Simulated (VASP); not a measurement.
# Pt12S in VASP: a series of runs, part 2 of 2

VASP 6.6.1. The steps go on from the part before.

## Step 5: Single point, PBE

Input file INCAR:

```
PREC = Accurate
ENCUT = 520
EDIFF = 1E-7
ISMEAR = 0
SIGMA = 0.1
LREAL = F
LASPH = T
NELM = 80
ALGO = Normal
ISIF = 2
LWAVE = F
LCHARG = F
LDIPOL = T
IDIPOL = 3
DIPOL = 0.5 0.5 0.319
GGA = PE
NBANDS = 75
```

Input file KPOINTS:

```
Automatic mesh
0
Gamma
  5 5 1
  0.5 0.5 0
```

Input file POSCAR:

```
Pt12S
1.0
    5.6143281323      0.0000000000      0.0000000000
    0.0000000000      5.6143281323      0.0000000000
    0.0000000000      0.0000000000     19.3513792169
Pt S
12 1
Direct
    0.2500000000      0.2500000000      0.2067036130
    0.2500000000      0.7500000000      0.2067036130
    0.7500000000      0.2500000000      0.2067036130
    0.7500000000      0.7500000000      0.2067036130
    0.0000000000      0.0000000000      0.3062504943
    0.0000000000      0.5000000000      0.3062504943
    0.5000000000      0.0000000000      0.3062504943
    0.5000000000      0.5000000000      0.3062504943
    0.2500000000      0.2500000000      0.4057271127
    0.2500000000      0.7500000000      0.4057271127
    0.7500000000      0.2500000000      0.4057271127
    0.7500000000      0.7500000000      0.4057271127
    0.5000000000      0.5000000000      0.4739944207
```

Potentials or basis: VASP PAW PBE potentials, release 64 (Pt, S).

Run with:

```console
$ cat potpaw_PBE.64/Pt/POTCAR potpaw_PBE.64/S/POTCAR > POTCAR
$ mpirun -np 1 vasp_std > vasp.out
```

OUTCAR:

```text
PREC = Accurate
   ENCUT = 520
   EDIFF = 1E-7
   ISMEAR = 0
   LREAL = F
   LASPH = T
   NELM = 80
   ISIF = 2
   GGA = PE

 ion  position               nearest neighbor table
   1  0.250  0.250  0.207-   5 2.77   6 2.77   7 2.77   8 2.77   2 2.81   3 2.81   2 2.81   3 2.81

   2  0.250  0.750  0.207-   5 2.77   6 2.77   7 2.77   8 2.77   1 2.81   4 2.81   1 2.81   4 2.81

   3  0.750  0.250  0.207-   5 2.77   6 2.77   7 2.77   8 2.77   1 2.81   4 2.81   4 2.81   1 2.81
[... 4 lines left out ...]
                             6 2.81   7 2.81   6 2.81   7 2.81
   6  0.000  0.500  0.306-   9 2.77  10 2.77  11 2.77  12 2.77   1 2.77   2 2.77   3 2.77   4 2.77
                             5 2.81   8 2.81   5 2.81   8 2.81
   7  0.500  0.000  0.306-   9 2.77  10 2.77  11 2.77  12 2.77   1 2.77   2 2.77   3 2.77   4 2.77
                             5 2.81   8 2.81   8 2.81   5 2.81
   8  0.500  0.500  0.306-   9 2.77  10 2.77  11 2.77  12 2.77   1 2.77   2 2.77   3 2.77   4 2.77
                             6 2.81   7 2.81   7 2.81   6 2.81
   9  0.250  0.250  0.406-  13 2.38   6 2.77   7 2.77   8 2.77   5 2.77  11 2.81  10 2.81  10 2.81
                            11 2.81
  10  0.250  0.750  0.406-  13 2.38   6 2.77   7 2.77   8 2.77   5 2.77  12 2.81   9 2.81   9 2.81
                            12 2.81
  11  0.750  0.250  0.406-  13 2.38   6 2.77   7 2.77   8 2.77   5 2.77  12 2.81   9 2.81  12 2.81
                             9 2.81
  12  0.750  0.750  0.406-  13 2.38   6 2.77   7 2.77   8 2.77   5 2.77  11 2.81  10 2.81  11 2.81
                            10 2.81
  13  0.500  0.500  0.474-   9 2.38  10 2.38  11 2.38  12 2.38

  LATTYP: Found a simple tetragonal cell.
 ALAT       =     5.6143281323
 C/A-ratio  =     3.4467845058

  Lattice vectors:

 A1 = (   5.6143281323,   0.0000000000,   0.0000000000)
 A2 = (   0.0000000000,   5.6143281323,   0.0000000000)
 A3 = (   0.0000000000,   0.0000000000,  19.3513792169)

Analysis of symmetry for initial positions (statically):
[... 170 lines left out ...]

 dipolmoment           0.000000      0.000000     -0.073747 electrons x Angstroem

 Free energy of the ion-electron system (eV)
  ---------------------------------------------------
  ext. energy  EPLUGINS =         0.00000000
  ---------------------------------------------------
  free energy    TOTEN  =       -72.46860484 eV

  energy without entropy =      -72.36590948  energy(sigma->0) =      -72.41725716

 E-fermi :  -0.2375     XC(G=0):  -5.2415

 val. band max:       -0.2587607764   @ k =   0.5000   0.3000   0.0000
 cond. band min:      -0.2370858419   @ k =   0.5000   0.1000   0.0000
 fundamental gap:      0.0216749345
 Fermi energy:        -0.2375268563

 k-point     1 :       0.1000    0.1000    0.0000
  band No.  band energies     occupation
      1     -14.4928      2.00000
      2      -8.8968      2.00000
      3      -7.1583      2.00000
      4      -7.1235      2.00000
      5      -6.9224      2.00000
      6      -6.6860      2.00000
[... 457 lines left out ...]
     74       4.0866      0.00000
     75       4.0866      0.00000

------------------------ aborting loop because EDIFF is reached ----------------------------------------

 vacuum level on the upper side and lower side of the slab       (xc-potential included)        -0.257         0.188

  FORCE on cell =-STRESS in cart. coord.  units (eV):
  Direction    XX          YY          ZZ          XY          YZ          ZX
  --------------------------------------------------------------------------------------
  -------------------------------------------------------------------------------------
  Total       -9.7594597     -9.7594597      4.0103348      0.0000000      0.0000000      0.0000000
  in kB      -25.6347361    -25.6347361     10.5337670      0.0000000      0.0000000      0.0000000
  external PRESSURE =     -13.5785684 kB  Pullay stress =       0.0000000 kB

 VOLUME and BASIS-vectors are now :
 -----------------------------------------------------------------------------
  energy-cutoff  :      520.00
  volume of cell :      609.97
      direct lattice vectors                 reciprocal lattice vectors
     5.614328132  0.000000000  0.000000000     0.178115703  0.000000000  0.000000000
     0.000000000  5.614328132  0.000000000     0.000000000  0.178115703  0.000000000
     0.000000000  0.000000000 19.351379217     0.000000000  0.000000000  0.051675903

 POSITION                                       TOTAL-FORCE (eV/Angst)
 -----------------------------------------------------------------------------------
      1.40358      1.40358      4.00000         0.072557      0.072557     -0.036327
      1.40358      4.21075      4.00000         0.072557     -0.072557     -0.036327
      4.21075      1.40358      4.00000        -0.072557      0.072557     -0.036327
      4.21075      4.21075      4.00000        -0.072557     -0.072557     -0.036327
      0.00000      0.00000      5.92637         0.000000     -0.000000      0.799470
      0.00000      2.80716      5.92637         0.000000     -0.000000     -0.680979
      2.80716      0.00000      5.92637         0.000000     -0.000000     -0.680979
      2.80716      2.80716      5.92637         0.000000     -0.000000     -1.325333
      1.40358      1.40358      7.85138        -0.338939     -0.338939      0.510035
      1.40358      4.21075      7.85138        -0.338939      0.338939      0.510035
      4.21075      1.40358      7.85138         0.338939     -0.338939      0.510035
      4.21075      4.21075      7.85138         0.338939      0.338939      0.510035
      2.80716      2.80716      9.17245         0.000000      0.000000     -0.007013
 -----------------------------------------------------------------------------------
    total drift:                                0.000000      0.000000     -0.000034

  FREE ENERGIE OF THE ION-ELECTRON SYSTEM (eV)
  ---------------------------------------------------
  free  energy   TOTEN  =       -72.4686048369 eV

  energy  without entropy=      -72.3659094751  energy(sigma->0) =      -72.41725716

 vacuum level on the upper side and lower side of the slab         5.018         5.460
```

Run time: 12 min. Hardware: 1 thread of Intel Xeon Platinum 8488C (Sapphire Rapids), shared host; peak memory 0.65 GiB.

What came out:

```yaml
Free_energy: -72.4686 eV
Largest_force: 1.325 eV/Å
Band_gap_on_the_k_mesh: zero (bands 63 and 64 overlap by 0.37 eV)
```

Forces in eV/Å, atoms in the order of the input:
```
Pt   0.073  0.073 -0.036
Pt   0.073 -0.073 -0.036
Pt  -0.073  0.073 -0.036
Pt  -0.073 -0.073 -0.036
Pt   0.000  0.000  0.799
Pt   0.000  0.000 -0.681
Pt   0.000  0.000 -0.681
Pt   0.000  0.000 -1.325
Pt  -0.339 -0.339  0.510
Pt  -0.339  0.339  0.510
Pt   0.339 -0.339  0.510
Pt   0.339  0.339  0.510
S    0.000  0.000 -0.007
```

Caveat: spin-orbit coupling is left out, which moves the levels of the heavy elements.

## Step 6: Overview

| task | cell | k mesh | cutoff (eV) | atoms held fixed (from 0) | atoms held along some axes (from 0) | gap on the mesh (eV) | largest force (eV/Å) |
| --- | --- | --- | --- | --- | --- | --- | --- |
| relaxation of the atoms | atoms relaxed, atomic positions A | 5 × 5 × 1 | 450 | [0, 1, 2, 3, 4, 5, 6, 7, 8, 9, 10, 11] | atom 12 along a and b | none | - |
| single point | as given, atomic positions B | 5 × 5 × 1 | 520 | - | - | none | 0.53 |
| single point | as given, atomic positions C | 5 × 5 × 1 | 520 | - | - | none | 1.37 |
| single point | as given, atomic positions D | 5 × 5 × 1, shifted | 520 | - | - | none | 1.33 |

Alike in all rows: level PBE; potentials or basis VASP PAW PBE potentials, release 64 (Pt, S); no spin polarisation; smearing gaussian 0.1 eV.

Caveats: spin-orbit coupling is left out, which moves the levels of the heavy elements.

Absolute energies hang on the potentials; compare differences alone.

The gap in the log of VASP goes by the Fermi energy; the results here count the filled bands.